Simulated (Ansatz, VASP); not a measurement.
Given: the input of a run of VASP 6.6.1 on ZrB.

The input INCAR:

```
ALGO = Normal
EDIFF = 1E-6
EDIFFG = -0.01
ENCUT = 600
GGA = PS
IBRION = 2
ISIF = 3
ISMEAR = -1
LASPH = T
LCHARG = F
LREAL = F
LWAVE = F
NELM = 100
NSW = 60
PREC = Accurate
SIGMA = 0.05
```

File KPOINTS:

```
k-points
0
Gamma
  10 10 7
```

Contents of POSCAR:

```
ZrB
1.0
    1.9614334600     -1.9857162700      0.0000000000
    1.9614334600      1.9857162700      0.0000000000
    0.0000000000      0.0000000000      4.0139456300
Zr B
1 1
Direct
    0.0000000000      0.0000000000      0.5000000000
    0.5000000000      0.5000000000      0.5000000000
```

Potentials or basis: VASP PAW PBE potentials, release 64 (Zr_sv, B).

The run is started by

```sh
$ cat potpaw_PBE.64/Zr_sv/POTCAR potpaw_PBE.64/B/POTCAR > POTCAR
$ mpirun -np 1 vasp_std > vasp.out
```

Q: Translate it to Ansatz 0.2.0. Potentials there: Ansatz PAW.

A: As run (the cutoff follows the program's own potentials):

The input input.yaml:

```yaml
crystal:
  lattice:
    - [1.96143346, -1.98571627, 0.0]
    - [1.96143346, 1.98571627, 0.0]
    - [0.0, 0.0, 4.01394563]
  atoms:
    - { symbol: Zr, position: [0.0, 0.0, 0.5] }
    - { symbol: B, position: [0.5, 0.5, 0.5] }
hamiltonian:
  xc: pbesol
  pseudopotentials: { kind: paw }
kpoints:
  mp_grid: { grid: [10, 10, 7] }
scf:
  occupations: { method: fermi_dirac, width: 0.05 }
output:
  forces: true
  stress: true
  eigenvalues: true
relax:
  f_tol: 0.01
  max_steps: 40
  cell: { stress_tol: 0.05 }
```

Potentials or basis: Ansatz PAW.

Launch:

```bash
$ ansatz run input.yaml --threads 2 --pin off --max-ram 5632MiB --backend cpu --events-out ev --progress --plain --runs-dir out
```

Both were run:

|  | VASP | Ansatz | Ansatz less VASP |
| --- | --- | --- | --- |
| gap on the k mesh at the Fermi level, each at its own relaxed structure (eV) | none | none | - |
| relaxed volume (Å³/atom) | 16.59 | 16.56 | -0.025 |
| relaxed cell length with the largest relative difference (Å) | 3.378 | 3.376 | -0.0018 |

VASP's potentials were made for PBE, not for PBEsol. A gap of «none» marks a metal or a gap that the smearing closes.

Noted on Ansatz's run: the plane-wave basis is chosen anew once the cell has moved, so the energies of steps on either side of that aren't comparable.
